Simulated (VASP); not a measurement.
## Al: single point with PBEsol+D3(BJ)

Al:

```xyz
2
Lattice="2.8828 0.0000 0.0000 -1.4414 2.4965 0.0000 0.0000 0.0000 4.8669" Properties=species:S:1:pos:R:3 pbc="T T T"
Al    1.4414    0.8322    3.6501
Al    0.0000    1.6644    1.2167
```

This cell differs from its parent crystal: strain +0.025 along x and y, +0.000 along z.

```json
{
 "Program": "VASP 6.6.1",
 "Task": "single point",
 "Functional": "PBEsol",
 "Dispersion": "D3(BJ)",
 "Potentials or basis": "VASP PAW PBE potentials, release 64 (Al)",
 "Cutoff": "520 eV",
 "k mesh": "18 × 18 × 10",
 "Occupations": "gaussian, width 0.15 eV",
 "Spin": "no spin polarisation"
}
```

```
Pressure                   : -7.5 GPa
Band gap on the k mesh     : zero (bands 3 and 4 overlap by 6.81 eV)
Dispersion energy per atom : -0.299 eV
```

Stress tensor (GPa, compression positive):
```
-7.42  0.00  0.00
 0.00 -7.42  0.00
 0.00  0.00 -7.59
```

Levels at points of the mesh, in eV from the Fermi level:
| k point | band 1 | band 2 | band 3 | band 4 | band 5 | band 6 |
| --- | --- | --- | --- | --- | --- | --- |
| (0.00, 0.00, 0.00) | -10.71 | -4.67 | -4.49 | 10.61 | 10.61 | 11.06 |
| (0.50, 0.00, 0.00) | -4.99 | -4.79 | 0.63 | 0.76 | 1.39 | 1.54 |
| (0.00, 0.00, 0.50) | -9.15 | -9.15 | 2.75 | 2.75 | 11.83 | 11.83 |
| (0.50, 0.00, 0.50) | -3.67 | -3.67 | -3.07 | -3.07 | 7.06 | 7.06 |

Run time: 64 s on 1 thread of Intel Xeon 8259CL, with other jobs on the host, peak memory 0.2 GiB.

Caveat: the cell differs from its parent crystal (strain +0.025 along x and y, +0.000 along z); the cell stands under tension; the PAW data sets were made with another functional, which shifts forces and pressure a little.
